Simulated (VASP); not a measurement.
# AgPt3 (Pm-3m) in VASP: a series of runs

AgPt3 is run at these levels: LDA; tasks: single point, relaxation of cell and atoms.

Everything below comes from runs of VASP 6.6.1. Logs are shortened: lines on timing, memory, paths and dates and some standing lists are left out, and cuts for length are marked.

## 1. The cell of the first run

Symmetry: Pm-3m, No. 221, cubic system. The conventional cell has a = 3.911 Å, b = 3.911 Å, c = 3.911 Å, α = 90.00°, β = 90.00°, γ = 90.00°. Ag (site symmetry m-3m) has 12 Pt at 2.77 Å within 3.6 Å. Within 3.6 Å of Pt (site symmetry 4/mmm) lie 4 Ag at 2.77 Å and 8 Pt at 2.77 Å.

## 2. Single point, LDA

Input file INCAR:

```
ALGO = Normal
EDIFF = 1E-6
ENCUT = 520
ISIF = 2
ISMEAR = 1
LASPH = True
LCHARG = False
LREAL = False
LWAVE = False
NBANDS = 28
NELM = 100
PREC = Accurate
SIGMA = 0.05
```

Input file KPOINTS:

```
k-points
0
Gamma
  11 11 11
```

Input file POSCAR:

```
AgPt3
1.0
    3.9111607631      0.0000000000      0.0000000000
    0.0000000000      3.9111607631      0.0000000000
    0.0000000000      0.0000000000      3.9111607631
Ag Pt
1 3
Direct
    0.0000000000      0.0000000000      0.0000000000
    0.0000000000      0.5000000000      0.5000000000
    0.5000000000      0.0000000000      0.5000000000
    0.5000000000      0.5000000000      0.0000000000
```

Potentials or basis: VASP PAW LDA potentials, release 64 (Ag, Pt).

Command:

```
> cat potpaw_LDA.64/Ag/POTCAR potpaw_LDA.64/Pt/POTCAR > POTCAR
> mpirun -np 1 vasp_std > vasp.out
```

OUTCAR:

```text
EDIFF = 1E-6
   ENCUT = 520
   ISIF = 2
   ISMEAR = 1
   LASPH = True
   LREAL = False
   NELM = 100
   PREC = Accurate

 ion  position               nearest neighbor table
   1  0.000  0.000  0.000-   2 2.77   3 2.77   4 2.77   2 2.77   3 2.77   2 2.77   4 2.77   2 2.77
                             3 2.77   4 2.77   3 2.77   4 2.77
   2  0.000  0.500  0.500-   1 2.77   3 2.77   4 2.77   1 2.77   4 2.77   1 2.77   3 2.77   1 2.77
                             3 2.77   4 2.77   4 2.77   3 2.77
   3  0.500  0.000  0.500-   1 2.77   2 2.77   4 2.77   1 2.77   4 2.77   2 2.77   4 2.77   4 2.77
                             1 2.77   2 2.77   1 2.77   2 2.77
   4  0.500  0.500  0.000-   1 2.77   2 2.77   3 2.77   2 2.77   3 2.77   1 2.77   3 2.77   3 2.77
                             1 2.77   2 2.77   2 2.77   1 2.77

  LATTYP: Found a simple cubic cell.
 ALAT       =     3.9111607631

  Lattice vectors:

 A1 = (   3.9111607631,   0.0000000000,   0.0000000000)
 A2 = (   0.0000000000,   3.9111607631,   0.0000000000)
 A3 = (   0.0000000000,   0.0000000000,   3.9111607631)

Analysis of symmetry for initial positions (statically):
=====================================================================
 Subroutine PRICEL returns:
 Original cell was already a primitive cell.

 Routine SETGRP: Setting up the symmetry group for a
 simple cubic supercell.

 Subroutine GETGRP returns: Found 48 space group operations
 (whereof 48 operations were pure point group operations)
 out of a pool of 48 trial point group operations.

The static configuration has the point symmetry O_h .

Analysis of symmetry for dynamics (positions and initial velocities):
=====================================================================
 Subroutine PRICEL returns:
 Original cell was already a primitive cell.

 Routine SETGRP: Setting up the symmetry group for a
 simple cubic supercell.

 Subroutine GETGRP returns: Found 48 space group operations
 (whereof 48 operations were pure point group operations)
 out of a pool of 48 trial point group operations.

The dynamic configuration has the point symmetry O_h .

 Subroutine INISYM returns: Found 48 space group operations
 (whereof 48 operations are pure point group operations),
 and found     1 'primitive' translations

----------------------------------------------------------------------------------------

                                     Primitive cell

  volume of cell :      59.8297

  direct lattice vectors                    reciprocal lattice vectors
     3.911160763  0.000000000  0.000000000     0.255678572  0.000000000  0.000000000
     0.000000000  3.911160763  0.000000000     0.000000000  0.255678572  0.000000000
     0.000000000  0.000000000  3.911160763     0.000000000  0.000000000  0.255678572

  length of vectors
     3.911160763  3.911160763  3.911160763     0.255678572  0.255678572  0.255678572

  position of ions in fractional coordinates (direct lattice)
     0.000000000  0.000000000  0.000000000
     0.000000000  0.500000000  0.500000000
     0.500000000  0.000000000  0.500000000
     0.500000000  0.500000000  0.000000000

  ion indices of the primitive-cell ions
   primitive index   ion index
                 1           1
                 2           2
                 3           3
                 4           4

----------------------------------------------------------------------------------------

 KPOINTS: k-points

Automatic generation of k-mesh.
 Grid dimensions read from file:
 generate k-points for:   11   11   11

 Generating k-lattice:

  Cartesian coordinates                     Fractional coordinates (reciprocal lattice)
     0.023243507  0.000000000  0.000000000     0.090909091  0.000000000  0.000000000
     0.000000000  0.023243507  0.000000000     0.000000000  0.090909091  0.000000000
     0.000000000  0.000000000  0.023243507     0.000000000  0.000000000  0.090909091

  Length of vectors
     0.023243507  0.023243507  0.023243507

  Shift w.r.t. Gamma in fractional coordinates (k-lattice)
     0.000000000  0.000000000  0.000000000

 Subroutine IBZKPT returns following result:
 ===========================================

 Found     56 irreducible k-points:

 Following reciprocal coordinates:
            Coordinates               Weight
  0.000000  0.000000  0.000000      1.000000
  0.090909  0.000000  0.000000      6.000000
  0.181818  0.000000  0.000000      6.000000
  0.272727  0.000000  0.000000      6.000000
  0.363636  0.000000  0.000000      6.000000
  0.454545  0.000000  0.000000      6.000000
[... 16 lines left out ...]
  0.181818  0.090909  0.090909     24.000000
  0.272727  0.090909  0.090909     24.000000
 [... further k-points ...]
   k-points           NKPTS =     56   k-points in BZ     NKDIM =     56   number of bands    NBANDS=     28
   number of dos      NEDOS =    301   number of ions     NIONS =      4
   total plane-waves  NPLWV =  27000
   dimension x,y,z NGX =    30 NGY =   30 NGZ =   30
   dimension x,y,z NGXF=    60 NGYF=   60 NGZF=   60
   ions per type =               1   3
   NGX,Y,Z   is equivalent  to a cutoff of  12.75, 12.75, 12.75 a.u.
   NGXF,Y,Z  is equivalent  to a cutoff of  25.50, 25.50, 25.50 a.u.
 SYSTEM =  unknown system
   PREC   = accura    normal or accurate (medium, high low for compatibility)
   ISTART =      0    job   : 0-new  1-cont  2-samecut
   ICHARG =      2    charge: 1-file 2-atom 10-const
   ISPIN  =      1    spin polarized calculation?
   LNONCOLLINEAR =      F non collinear calculations
   LSORBIT =      F    spin-orbit coupling
   LASPH  =      T    aspherical Exc in radial PAW
   ENCUT  =  520.0 eV  38.22 Ry    6.18 a.u.   7.27  7.27  7.27*2*pi/ulx,y,z
   NELM   =    100;   NELMIN=  2; NELMDL= -5     # of ELM steps
   EDIFF  = 0.1E-05   stopping-criterion for ELM
   LREAL  =      F    real-space projection
   EDIFFG = 0.1E-04   stopping-criterion for IOM
   NSW    =      0    number of steps for IOM
   IBRION =     -1    ionic relax: 0-MD 1-quasi-New 2-CG
   NFREE  =      0    steps in history (QN), initial steepest desc. (CG)
   ISIF   =      2    stress and relaxation
   ISYM   =      2    0-nonsym 1-usesym 2-fastsym
   POTIM  = 0.5000    time-step for ionic-motion
   TEBEG  =    0.0;   TEEND  =   0.0 temperature during run
   PSTRESS=    0.0 pullay stress
   NELECT =      41.0000    total number of electrons
   NUPDOWN=      -1.0000    fix difference up-down
   EMIN   =  10.00;   EMAX   =-10.00  energy-range for DOS
   EFERMI =   0.00;   METHOD = LEGACY
   ISMEAR =     1;   SIGMA  =   0.05  broadening in eV -4-tet -1-fermi 0-gaus
   EFERMI_NEDOS =   21; number of points for ismear=-14 and -15
   IALGO  =     38    algorithm
   IMIX   =      4    mixing-type and parameters
     AMIX     =   0.40;   BMIX     =  1.00
     AMIX_MAG =   1.60;   BMIX_MAG =  1.00
  volume/ion in A,a.u.               =      14.96       100.94
  Fermi-wavevector in a.u.,A,eV,Ry     =   1.443324  2.727487 28.343435  2.083184
  Thomas-Fermi vector in A             =   2.561744
   LORBIT       =      0    0 simple, 1 ext, 2 COOP (PROOUT), +10 PAW based schemes
   GGA     = CA    functional components
   LHFCALC =     F    Hartree Fock is set to
   AEXX    =    0.0000 exact exchange contribution
   IVDW    =     0    specifies the selected vdW correction
   LEPSILON=     F    determine dielectric tensor
   LRPA    =     F    only Hartree local field effects (RPA)
 non-spin polarized calculation
 Methfessel and Paxton  Order N= 1 SIGMA  =   0.05
  energy-cutoff  :      520.00
  volume of cell :       59.83
 maximum number of plane-waves:      1624
 NGX is ok and might be reduce to    30
   NGX = 15   NGY = 15   NGZ = 15

 number of electron      41.0000014 magnetization

 Free energy of the ion-electron system (eV)
  ---------------------------------------------------
  ext. energy  EPLUGINS =         0.00000000
  ---------------------------------------------------
  free energy    TOTEN  =       -26.20521936 eV

  energy without entropy =      -26.20494285  energy(sigma->0) =      -26.20512719

 E-fermi :  10.7738     XC(G=0): -13.6435

 val. band max:       10.7692596354   @ k =   0.4545   0.3636   0.2727
 cond. band min:      10.7866358858   @ k =   0.2727   0.0909   0.0000
 fundamental gap:      0.0173762504
 Fermi energy:        10.7738448247

 k-point     1 :       0.0000    0.0000    0.0000
  band No.  band energies     occupation
      1       0.9945      2.00000
      2       3.7373      2.00000
      3       3.7373      2.00000
      4       3.9110      2.00000
      5       4.1515      2.00000
      6       4.1515      2.00000
[... 20 lines left out ...]
     27      20.8216      0.00000
     28      22.0501      0.00000

 k-point     2 :       0.0909    0.0000    0.0000
  band No.  band energies     occupation
      1       1.1029      2.00000
      2       3.7879      2.00000
      3       3.8100      2.00000
      4       3.9815      2.00000
      5       4.1930      2.00000
      6       4.2151      2.00000
[... 20 lines left out ...]
     27      21.0071      0.00000
     28      22.0877      0.00000

 k-point     3 :       0.1818    0.0000    0.0000
  band No.  band energies     occupation
      1       1.4219      2.00000
      2       3.9195      2.00000
      3       4.0171      2.00000
      4       4.1913      2.00000
      5       4.3153      2.00000
      6       4.4047      2.00000
[... 20 lines left out ...]
     27      21.8534      0.00000
     28      21.8534      0.00000

 k-point     4 :       0.2727    0.0000    0.0000
  band No.  band energies     occupation
      1       1.9300      2.00000
      2       4.0743      2.00000
      3       4.3206      2.00000
      4       4.5115      2.00000
      5       4.5175      2.00000
      6       4.7155      2.00000
[... 20 lines left out ...]
     27      21.2891      0.00000
     28      21.2891      0.00000

 k-point     5 :       0.3636    0.0000    0.0000
  band No.  band energies     occupation
      1       2.5768      2.00000
      2       4.1411      2.00000
      3       4.6447      2.00000
      4       4.7665      2.00000
      5       4.8928      2.00000
      6       5.1346      2.00000
[... 20 lines left out ...]
     27      20.4784      0.00000
     28      20.4784      0.00000

 k-point     6 :       0.4545    0.0000    0.0000
  band No.  band energies     occupation
      1       3.2276      2.00000
      2       3.9733      2.00000
      3       4.8670      2.00000
      4       5.0350      2.00000
      5       5.1781      2.00000
      6       5.5556      2.00000
[... 463 lines left out ...]
      5       5.6234      2.00000
      6       5.6587      2.00000
[... 20 lines left out ...]
     27      21.7902      0.00000
     28      22.1407      0.00000

 k-point    22 :       0.0909    0.0909    0.0909
  band No.  band energies     occupation
      1       1.3145      2.00000
      2       3.9145      2.00000
      3       3.9145      2.00000
      4       4.1048      2.00000
      5       4.3211      2.00000
      6       4.3211      2.00000
[... 20 lines left out ...]
     27      20.6171      0.00000
     28      22.1537      0.00000

 k-point    23 :       0.1818    0.0909    0.0909
  band No.  band energies     occupation
      1       1.6229      2.00000
      2       4.0460      2.00000
      3       4.0950      2.00000
      4       4.2782      2.00000
      5       4.4433      2.00000
      6       4.5214      2.00000
[... 20 lines left out ...]
     27      21.2884      0.00000
     28      21.7078      0.00000

 k-point    24 :       0.2727    0.0909    0.0909
  band No.  band energies     occupation
      1       2.1141      2.00000
      2       4.2053      2.00000
      3       4.3722      2.00000
      4       4.5589      2.00000
      5       4.6339      2.00000
      6       4.8281      2.00000
[... 20 lines left out ...]
     27      21.3662      0.00000
     28      21.6295      0.00000

 [... further k-points ...]

------------------------ aborting loop because EDIFF is reached ----------------------------------------

  FORCE on cell =-STRESS in cart. coord.  units (eV):
  Direction    XX          YY          ZZ          XY          YZ          ZX
  --------------------------------------------------------------------------------------
  -------------------------------------------------------------------------------------
  Total        0.2224183      0.2224183      0.2224183      0.0000000     -0.0000000      0.0000000
  in kB        5.9561304      5.9561304      5.9561304      0.0000000     -0.0000000      0.0000000
  external PRESSURE =       5.9561304 kB  Pullay stress =       0.0000000 kB

 VOLUME and BASIS-vectors are now :
 -----------------------------------------------------------------------------
  energy-cutoff  :      520.00
  volume of cell :       59.83
      direct lattice vectors                 reciprocal lattice vectors
     3.911160763  0.000000000  0.000000000     0.255678572  0.000000000  0.000000000
     0.000000000  3.911160763  0.000000000     0.000000000  0.255678572  0.000000000
     0.000000000  0.000000000  3.911160763     0.000000000  0.000000000  0.255678572

 POSITION                                       TOTAL-FORCE (eV/Angst)
 -----------------------------------------------------------------------------------
      0.00000      0.00000      0.00000         0.000000      0.000000      0.000000
      0.00000      1.95558      1.95558         0.000000      0.000000      0.000000
      1.95558      0.00000      1.95558         0.000000      0.000000      0.000000
      1.95558      1.95558      0.00000         0.000000      0.000000      0.000000
 -----------------------------------------------------------------------------------
    total drift:                                0.000000      0.000000     -0.000000

  FREE ENERGIE OF THE ION-ELECTRON SYSTEM (eV)
  ---------------------------------------------------
  free  energy   TOTEN  =       -26.2052193584 eV

  energy  without entropy=      -26.2049428508  energy(sigma->0) =      -26.20512719
```

Wall time 1.9 min (1 thread of Intel Xeon 8259CL, shared host); peak memory 0.21 GiB.

What came out:

```
Free energy            : -26.2052 eV
Pressure               : 0.6 GPa
Band gap on the k mesh : zero (an odd number of electrons rules out a gap without spin polarisation)
```

Levels at points of the mesh, in eV from the Fermi level:
```
           k point  band 16  band 17  band 18  band 19  band 20  band 21  band 22  band 23  band 24  band 25
(0.00, 0.00, 0.00)    -0.48    -0.48     0.26     0.69     0.69     0.69     1.89     1.89     1.89     8.59
```

Caveat: spin-orbit coupling is left out, which moves the levels of the heavy elements.

## 3. Relaxation of cell and atoms, LDA

This run uses another cell than the first one, of 14.83 Å³/atom.

Input file INCAR:

```
ALGO = Normal ; EDIFF = 1E-6
EDIFFG = -0.03 ; ENCUT = 600
GGA = CA ; IBRION = 2
ISIF = 3 ; ISMEAR = 1
LASPH = T ; LCHARG = F
LREAL = F ; LWAVE = F
NELM = 60 ; NSW = 80
PREC = Accurate ; SIGMA = 0.05
```

KPOINTS is that of step 2.

Input file POSCAR:

```
AgPt3
1.0
    3.9000000000      0.0000000000      0.0000000000
    0.0000000000      3.9000000000      0.0000000000
    0.0000000000      0.0000000000      3.9000000000
Ag Pt
1 3
Direct
    0.0000000000      0.0000000000      0.0000000000
    0.0000000000      0.5000000000      0.5000000000
    0.5000000000      0.0000000000      0.5000000000
    0.5000000000      0.5000000000      0.0000000000
```

Potentials or basis: VASP PAW LDA potentials, release 64 (Ag, Pt).

Command:

```
> cat potpaw_LDA.64/Ag/POTCAR potpaw_LDA.64/Pt/POTCAR > POTCAR
> mpirun -np 1 vasp_std > vasp.out
```

Wall time 3.2 min (1 thread of Intel Xeon 8259CL, shared host); peak memory 0.23 GiB.

Results (log left out):

| Item | Value |
| --- | --- |
| Free energy | -26.2053 eV |
| Relaxed volume | 15.00 Å³/atom |
| Relaxed cell | a = 3.915 Å, b = 3.915 Å, c = 3.915 Å, α = 90.00°, β = 90.00°, γ = 90.00° |
| Space group after relaxing (to 0.1 Å) | Pm-3m (No. 221) |
| Energy gained by relaxing | 1.5 meV/atom |
| Ionic steps | 3 |
| Pressure after relaxing | 0.0 GPa |
| Band gap on the k mesh | zero (an odd number of electrons rules out a gap without spin polarisation) |

Step by step:
| step | energy change (eV) | largest force (eV/Å) | pressure (GPa) | volume (Å³) |
| --- | --- | --- | --- | --- |
| 1 | 0.0000 | 0.0000 | 2.98 | 59.32 |
| 2 | 0.0325 | 0.0000 | -6.88 | 61.72 |
| 3 | -0.0060 | 0.0000 | -0.04 | 59.99 |

Final structure:
```yaml
crystal:
  lattice:
    - [3.91457, 0.00000, 0.00000]
    - [0.00000, 3.91457, 0.00000]
    - [0.00000, 0.00000, 3.91457]
  atoms:
    - { symbol: Ag, position: [0.00000, 0.00000, 0.00000] }
    - { symbol: Pt, position: [0.00000, 0.50000, 0.50000] }
    - { symbol: Pt, position: [0.50000, 0.00000, 0.50000] }
    - { symbol: Pt, position: [0.50000, 0.50000, 0.00000] }
```

Levels at points of the mesh, in eV from the Fermi level:
```csv
k point,band 16,band 17,band 18,band 19,band 20,band 21,band 22,band 23,band 24
"(0.00, 0.00, 0.00)",-0.48,-0.48,0.26,0.68,0.68,0.68,1.89,1.89,1.89
```

Caveat: spin-orbit coupling is left out, which moves the levels of the heavy elements.
